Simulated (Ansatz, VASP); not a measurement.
## SiO2: VASP beside Ansatz

The input INCAR:

```
SYSTEM = SiO2
PREC = Accurate ; ENCUT = 520
EDIFF = 1E-7 ; ISMEAR = -1
SIGMA = 0.1 ; LREAL = .False.
LASPH = .True. ; NELM = 100
ALGO = Normal ; ISIF = 2
LWAVE = .False. ; LCHARG = .False.
GGA = PE ; NBANDS = 25
```

Contents of KPOINTS:

```
regular mesh
0
Gamma
  7 7 10
  0 0 0
```

The input POSCAR:

```
SiO2
1.0
    4.0315490318      0.0000000000      0.0000000000
    0.0000000000      4.0315490318      0.0000000000
    0.0000000000      0.0000000000      2.6141484158
Si O
2 4
Direct
    0.0000000000      0.0000000000      0.0000000000
    0.5000000000      0.5000000000      0.5000000000
    0.3027531603      0.3027531603      0.0000000000
    0.6972468397      0.6972468397      0.0000000000
    0.8027531603      0.1972468397      0.5000000000
    0.1972468397      0.8027531603      0.5000000000
```

Input for Ansatz:

```yaml
crystal:
  lattice:
    - [4.0315490318, 0.0, 0.0]
    - [0.0, 4.0315490318, 0.0]
    - [0.0, 0.0, 2.6141484158]
  atoms:
    - { symbol: Si, position: [0.0, 0.0, 0.0] }
    - { symbol: Si, position: [0.5, 0.5, 0.5] }
    - { symbol: O, position: [0.3027531603, 0.3027531603, 0.0] }
    - { symbol: O, position: [0.6972468397, 0.6972468397, 0.0] }
    - { symbol: O, position: [0.8027531603, 0.1972468397, 0.5] }
    - { symbol: O, position: [0.1972468397, 0.8027531603, 0.5] }
kpoints:
  mp_grid: { grid: [7, 7, 10] }
scf:
  occupations: { method: fermi_dirac, width: 0.1 }
hamiltonian:
  xc: pbe
  pseudopotentials: { kind: all_electron, lapw: { basis_error: 0.001 } }
output:
  forces: true
  stress: true
  eigenvalues: true
  populations: true
```

Change from the starting cell: volume scaled by 0.88, LAPW.

Alike in both runs: task single point; functional PBE; k mesh 7 × 7 × 10; occupations fermi-dirac, width 0.1 eV; no spin polarisation.

|  | VASP | Ansatz |
| --- | --- | --- |
| version | VASP 6.6.1 | Ansatz 0.2.0 |
| potentials or method | VASP PAW PBE potentials, release 64 (Si, O), cutoff 520 eV | all-electron LAPW, scalar-relativistic |

Ansatz gave:

```
gap on the k mesh at the Fermi level (eV)                     : 6.86
pressure (GPa)                                                : 46.0
traceless stress, the component that is largest in VASP (GPa) : 0.02
rms of the force components (eV/Å)                            : 0.002
```

Q: Which values does VASP return?

A: gap on the k mesh at the Fermi level (eV): 6.84; pressure (GPa): 46.4; traceless stress, the component that is largest in VASP (GPa): 0.43; rms of the force components (eV/Å): 0.005.

Atom by atom the forces differ by 0.007 eV/Å (rms over components). Both programs put the cell under a high pressure, so it lies far from rest at this level. Ansatz ran all-electron here, and VASP with PAW potentials.
